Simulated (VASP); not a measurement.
Ir: single point with LDA

Crystal: Ir.

```xyz
2
Lattice="2.8946 0.0000 0.0000 -1.4473 2.5068 0.0000 0.0000 0.0000 4.1669" Properties=species:S:1:pos:R:3 pbc="T T T"
Ir    1.4473    0.8356    3.1252
Ir    0.0000    1.6712    1.0417
```

This isn't the form of Ir at room conditions, which is fcc.

```yaml
Program: VASP 6.6.1
Task: single point
Functional: LDA
Potentials_or_basis: VASP PAW LDA potentials, release 64 (Ir_sv_GW)
Cutoff: 560 eV
k_mesh: 18 × 18 × 10
Occupations: gaussian, width 0.15 eV
Spin: no spin polarisation
Dipole_correction: no
Further_INCAR_settings: ALGO = Normal; EDIFF = 1e-06; NBANDS = 24
```

```json
{
  "Pressure": "-22.3 GPa",
  "Band gap on the k mesh": "zero (bands 17 and 18 overlap by 2.44 eV)"
}
```

Stress tensor (GPa, compression positive):
```
-30.77   0.00   0.00
  0.00 -30.77   0.00
  0.00   0.00  -5.47
```

Levels at points of the mesh, in eV from the Fermi level:
```
           k point  band 13  band 14  band 15  band 16  band 17  band 18  band 19  band 20  band 21  band 22
(0.00, 0.00, 0.00)    -3.11    -3.11    -2.76    -2.76    -2.51     0.21     0.21     0.63     8.06    13.35
(0.50, 0.00, 0.00)    -3.56    -2.67    -2.01    -0.14     0.55     1.35     2.24     3.38     8.52     9.62
(0.00, 0.00, 0.50)    -4.09    -4.09    -3.55    -3.55    -0.30    -0.30    -0.30    -0.30    13.00    13.00
(0.50, 0.00, 0.50)    -2.46    -2.46    -0.94    -0.94     0.32     0.32     1.72     1.72     6.90     6.90
```

Run time: 43 s on 1 thread of Intel(R) Xeon(R) 6975P-C (Granite Rapids), with other jobs on the host, peak memory 0.26 GiB.

Caveat: the stress differs along the axes, from -31 to -5 GPa; spin-orbit coupling is left out, which moves the levels of the heavy elements.
